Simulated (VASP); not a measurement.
# AgBiTeSe (P4/mmm) in VASP: further runs, part 2 of 2

VASP 6.6.1.

## Step 4: Single point, PBE

This run uses another cell than the first one, of 30.56 Å³/atom.

INCAR

```
ALGO = Normal
EDIFF = 1E-6
ENCUT = 520
GGA = PE
ISIF = 2
ISMEAR = -1
LASPH = T
LCHARG = F
LREAL = F
LWAVE = F
NBANDS = 27
NELM = 80
PREC = Accurate
SIGMA = 0.1
```

KPOINTS

```
k-points
0
Gamma
  6 6 4
```

POSCAR

```
AgBiTeSe
1.0
    4.3378402752      0.0000000000      0.0000000000
    0.0000000000      4.3378402752      0.0000000000
    0.0000000000      0.0000000000      6.4953645565
Ag Bi Te Se
1 1 1 1
Direct
    0.0000000000      0.0000000000      0.0000000000
    0.5000000000      0.5000000000      0.5000000000
    0.5000000000      0.5000000000      0.0000000000
    0.0000000000      0.0000000000      0.5000000000
```

Potentials or basis: VASP PAW PBE potentials, release 64 (Ag, Bi_d, Te, Se).

Run with:

```sh
> cat potpaw_PBE.64/Ag/POTCAR potpaw_PBE.64/Bi_d/POTCAR potpaw_PBE.64/Te/POTCAR potpaw_PBE.64/Se/POTCAR > POTCAR
> mpirun -np 1 vasp_std > vasp.out
```

OUTCAR:

```text
EDIFF = 1E-6
   ENCUT = 520
   GGA = PE
   ISIF = 2
   ISMEAR = -1
   LASPH = T
   LREAL = F
   NELM = 80
   PREC = Accurate

 ion  position               nearest neighbor table
   1  0.000  0.000  0.000-   3 3.07   3 3.07   3 3.07   3 3.07
   2  0.500  0.500  0.500-   4 3.07   4 3.07   4 3.07   4 3.07   3 3.25   3 3.25
   3  0.500  0.500  0.000-   1 3.07   1 3.07   1 3.07   1 3.07   2 3.25   2 3.25
   4  0.000  0.000  0.500-   2 3.07   2 3.07   2 3.07   2 3.07

  LATTYP: Found a simple tetragonal cell.
 ALAT       =     4.3378402752
 C/A-ratio  =     1.4973729193

  Lattice vectors:

 A1 = (   4.3378402752,   0.0000000000,   0.0000000000)
 A2 = (   0.0000000000,   4.3378402752,   0.0000000000)
 A3 = (   0.0000000000,   0.0000000000,   6.4953645565)

Analysis of symmetry for initial positions (statically):
=====================================================================
 Subroutine PRICEL returns:
 Original cell was already a primitive cell.

 Routine SETGRP: Setting up the symmetry group for a
 simple tetragonal supercell.

 Subroutine GETGRP returns: Found 16 space group operations
 (whereof 16 operations were pure point group operations)
 out of a pool of 16 trial point group operations.

The static configuration has the point symmetry D_4h.

Analysis of symmetry for dynamics (positions and initial velocities):
=====================================================================
 Subroutine PRICEL returns:
 Original cell was already a primitive cell.

 Routine SETGRP: Setting up the symmetry group for a
 simple tetragonal supercell.

[... 118 lines left out ...]
   PSTRESS=    0.0 pullay stress
   NELECT =      38.0000    total number of electrons
   NUPDOWN=      -1.0000    fix difference up-down
   EMIN   =  10.00;   EMAX   =-10.00  energy-range for DOS
   EFERMI =   0.00;   METHOD = LEGACY
   ISMEAR =    -1;   SIGMA  =   0.10  broadening in eV -4-tet -1-fermi 0-gaus
   EFERMI_NEDOS =   21; number of points for ismear=-14 and -15
   IALGO  =     38    algorithm
   IMIX   =      4    mixing-type and parameters
     AMIX     =   0.40;   BMIX     =  1.00
     AMIX_MAG =   1.60;   BMIX_MAG =  1.00
  volume/ion in A,a.u.               =      30.56       206.20
  Fermi-wavevector in a.u.,A,eV,Ry     =   1.109053  2.095807 16.735160  1.230000
  Thomas-Fermi vector in A             =   2.245588
   LORBIT       =      0    0 simple, 1 ext, 2 COOP (PROOUT), +10 PAW based schemes
   GGA     = PE    functional components
   LHFCALC =     F    Hartree Fock is set to
   AEXX    =    0.0000 exact exchange contribution
   IVDW    =     0    specifies the selected vdW correction
   LEPSILON=     F    determine dielectric tensor
   LRPA    =     F    only Hartree local field effects (RPA)
 non-spin polarized calculation
  energy-cutoff  :      520.00
  volume of cell :      122.22
 maximum number of plane-waves:      3332
   NGX = 17   NGY = 17   NGZ = 25

 number of electron      37.9999993 magnetization

 Free energy of the ion-electron system (eV)
  ---------------------------------------------------
  ext. energy  EPLUGINS =         0.00000000
  ---------------------------------------------------
  free energy    TOTEN  =       -13.65894757 eV

  energy without entropy =      -13.60835340  energy(sigma->0) =      -13.63365048

 E-fermi :   4.7352     XC(G=0):  -9.3552

 val. band max:        4.6067658239   @ k =   0.5000   0.1667   0.0000
 cond. band min:       4.7654101549   @ k =   0.5000   0.0000   0.5000
 fundamental gap:      0.1586443309
 Fermi energy:         4.7351680189

 k-point     1 :       0.0000    0.0000    0.0000
  band No.  band energies     occupation
      1     -18.6757      2.00000
      2     -18.6604      2.00000
      3     -18.6092      2.00000
      4     -18.6092      2.00000
      5     -18.6086      2.00000
      6      -8.8666      2.00000
[... 709 lines left out ...]
     26      10.4521      0.00000
     27      13.2985      0.00000

 [... further k-points ...]

------------------------ aborting loop because EDIFF is reached ----------------------------------------

  FORCE on cell =-STRESS in cart. coord.  units (eV):
  Direction    XX          YY          ZZ          XY          YZ          ZX
  --------------------------------------------------------------------------------------
  -------------------------------------------------------------------------------------
  Total       -3.8231200     -3.8231200     -1.9713642      0.0000000      0.0000000      0.0000000
  in kB      -50.1161689    -50.1161689    -25.8420410      0.0000000      0.0000000      0.0000000
  external PRESSURE =     -42.0247929 kB  Pullay stress =       0.0000000 kB

 VOLUME and BASIS-vectors are now :
 -----------------------------------------------------------------------------
  energy-cutoff  :      520.00
  volume of cell :      122.22
      direct lattice vectors                 reciprocal lattice vectors
     4.337840275  0.000000000  0.000000000     0.230529465  0.000000000  0.000000000
     0.000000000  4.337840275  0.000000000     0.000000000  0.230529465  0.000000000
     0.000000000  0.000000000  6.495364557     0.000000000  0.000000000  0.153955947

 POSITION                                       TOTAL-FORCE (eV/Angst)
 -----------------------------------------------------------------------------------
      0.00000      0.00000      0.00000         0.000000      0.000000      0.000000
      2.16892      2.16892      3.24768         0.000000      0.000000      0.000000
      2.16892      2.16892      0.00000         0.000000      0.000000      0.000000
      0.00000      0.00000      3.24768         0.000000      0.000000      0.000000
 -----------------------------------------------------------------------------------
    total drift:                                0.000000      0.000000     -0.000000

  FREE ENERGIE OF THE ION-ELECTRON SYSTEM (eV)
  ---------------------------------------------------
  free  energy   TOTEN  =       -13.6589475680 eV

  energy  without entropy=      -13.6083533989  energy(sigma->0) =      -13.63365048
```

OSZICAR:

```text
N       E                     dE             d eps       ncg     rms          rms(c)
DAV:   1     0.303961662391E+03    0.30396E+03   -0.17733E+04  1628   0.135E+03
DAV:   2     0.134994165925E+02   -0.29046E+03   -0.28075E+03  1689   0.330E+02
DAV:   3    -0.133097109018E+02   -0.26809E+02   -0.26198E+02  2021   0.108E+02
DAV:   4    -0.142014458334E+02   -0.89173E+00   -0.88856E+00  1831   0.203E+01
DAV:   5    -0.142298630923E+02   -0.28417E-01   -0.28415E-01  2215   0.371E+00    0.549E+00
DAV:   6    -0.136442253659E+02    0.58564E+00   -0.13483E+00  2000   0.940E+00    0.400E+00
DAV:   7    -0.136593830411E+02   -0.15158E-01   -0.22889E-01  1773   0.230E+00    0.193E+00
DAV:   8    -0.136587686934E+02    0.61435E-03   -0.15579E-02  1824   0.100E+00    0.532E-01
DAV:   9    -0.136588267756E+02   -0.58082E-04   -0.44838E-03  1915   0.427E-01    0.995E-02
DAV:  10    -0.136589071891E+02   -0.80413E-04   -0.44955E-04  1752   0.107E-01    0.525E-02
DAV:  11    -0.136589458882E+02   -0.38699E-04   -0.57682E-05  1720   0.442E-02    0.164E-02
DAV:  12    -0.136589478307E+02   -0.19425E-05   -0.93375E-06  2044   0.160E-02    0.585E-03
DAV:  13    -0.136589475680E+02    0.26274E-06   -0.13583E-06  1222   0.821E-03
   1 F= -.13658948E+02 E0= -.13633650E+02  d E =-.505942E-01
```

Wall time 34 s (1 thread of Intel Xeon 6975P-C (Granite Rapids), shared host); peak memory 0.29 GiB.

What came out:

```
Free energy            : -13.6589 eV
Pressure               : -4.2 GPa
Band gap on the k mesh : zero (bands 19 and 20 overlap by 0.55 eV)
```

Stress tensor (GPa, compression positive):
```
-5.01  0.00  0.00
 0.00 -5.01  0.00
 0.00  0.00 -2.58
```

Levels at points of the mesh, in eV from the Fermi level:
| k point | band 17 | band 18 | band 19 | band 20 | band 21 | band 22 |
| --- | --- | --- | --- | --- | --- | --- |
| (0.00, 0.00, 0.00) | -1.10 | -0.79 | -0.79 | 0.95 | 3.42 | 3.42 |
| (0.50, 0.00, 0.00) | -1.84 | -1.37 | -0.33 | -0.25 | 1.24 | 3.71 |
| (0.50, 0.50, 0.00) | -2.38 | -2.38 | -1.92 | 0.40 | 4.09 | 4.09 |
| (0.00, 0.00, 0.50) | -1.45 | -0.97 | -0.97 | 0.25 | 2.76 | 3.25 |
| (0.50, 0.00, 0.50) | -0.64 | -0.49 | -0.30 | -0.29 | 0.03 | 0.73 |
| (0.50, 0.50, 0.50) | -2.71 | -1.97 | -0.71 | 0.25 | 2.06 | 4.15 |

Caveat: the cell stands under tension; spin-orbit coupling is left out, which moves the levels of the heavy elements.

## Step 5: The runs side by side

```tsv
cell	gap on the mesh (eV)	pressure (GPa)
a = 4.271, b = 4.271, c = 6.395 Å, 4 atoms	none	-2.4
a = 4.305, b = 4.305, c = 6.446 Å, 4 atoms	none	-3.4
a = 4.338, b = 4.338, c = 6.495 Å, 4 atoms	none	-4.2
```

Alike in all rows: task single point; level PBE; potentials or basis VASP PAW PBE potentials, release 64 (Ag, Bi_d, Te, Se); no spin polarisation; k mesh 6 × 6 × 4; cutoff (eV) 520; smearing fermi-dirac 0.1 eV.

Caveats: spin-orbit coupling is left out, which moves the levels of the heavy elements; the cell stands under tension (at least some runs).

Total energies depend on the potentials used, so only differences within one code and one set of settings carry meaning.

The gap in the log of VASP goes by the Fermi energy; the results here count the filled bands.